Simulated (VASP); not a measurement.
Input of a VASP 6.6.1 run:

The input INCAR:

```
  ALGO = Normal
  EDIFF = 1E-7
  ENCUT = 520
  GGA = PE
  ISIF = 2
  ISMEAR = 0
  LASPH = T
  LCHARG = F
  LREAL = F
  LWAVE = F
  NBANDS = 34
  NELM = 100
  PREC = Accurate
  SIGMA = 0.1
```

The input KPOINTS:

```
k-points
0
Gamma
  4 4 4
```

File POSCAR:

```
Zr4B
1.0
    4.6936595567      0.0000000000      0.0000000000
    0.0000000000      4.6936595567      0.0000000000
    0.0000000000      0.0000000000      4.6936595567
Zr B
4 1
Direct
    0.5000000000      0.0000000000      0.0000000000
    0.0000000000      0.5000000000      0.0000000000
    0.0000000000      0.0000000000      0.5000000000
    0.5000000000      0.5000000000      0.5000000000
    0.0000000000      0.0000000000      0.0000000000
```

Potentials or basis: VASP PAW PBE potentials, release 64 (Zr_sv, B).

Command:

```sh
$ cat potpaw_PBE.64/Zr_sv/POTCAR potpaw_PBE.64/B/POTCAR > POTCAR
$ mpirun -np 1 vasp_std > vasp.out
```

Question: What does it give for the pressure?

Answer: 0.4 GPa.
